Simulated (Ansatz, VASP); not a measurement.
**HfN in VASP and in Ansatz**

```
Hf N
1.0
     0.00000    2.57756    2.51619
     2.57756    0.00000    2.51619
     2.57756    2.57756    0.00000
Hf N
1 1
Cartesian
  0.0000 0.0000 0.0000
  3.8663 3.8663 3.7743
```

Change from the starting cell: strain +0.050 along x and y, +0.025 along z, atoms carried along.

Alike in both runs: task single point; functional PBEsol; k mesh 16 × 16 × 16; occupations gaussian, width 0.15 eV; no spin polarisation.

|  | VASP | Ansatz |
| --- | --- | --- |
| version | VASP 6.6.1 | Ansatz 0.2.0 |
| potentials or method | VASP PAW PBE potentials, release 64 (Hf_pv, N), cutoff 520 eV | scalar-relativistic, plane waves, PAW |
| valence electrons in the cell | 15 | 31 |

Ansatz gave:

- gap on the k mesh at the Fermi level (eV): none
- pressure (GPa): -22.3
- traceless stress, the component that is largest in VASP (GPa): 2.30

**Question.** What did VASP give for the same quantities?

**Answer.** gap on the k mesh at the Fermi level (eV): none; pressure (GPa): -23.3; traceless stress, the component that is largest in VASP (GPa): 2.31.

VASP's potentials were made for PBE, not for PBEsol. A gap of «none» marks a metal or a gap that the smearing closes. VASP's potentials hold 15 valence electrons a cell and Ansatz's 31, so a difference there can come from the potentials and not from the codes.

Spin-orbit coupling is off throughout.
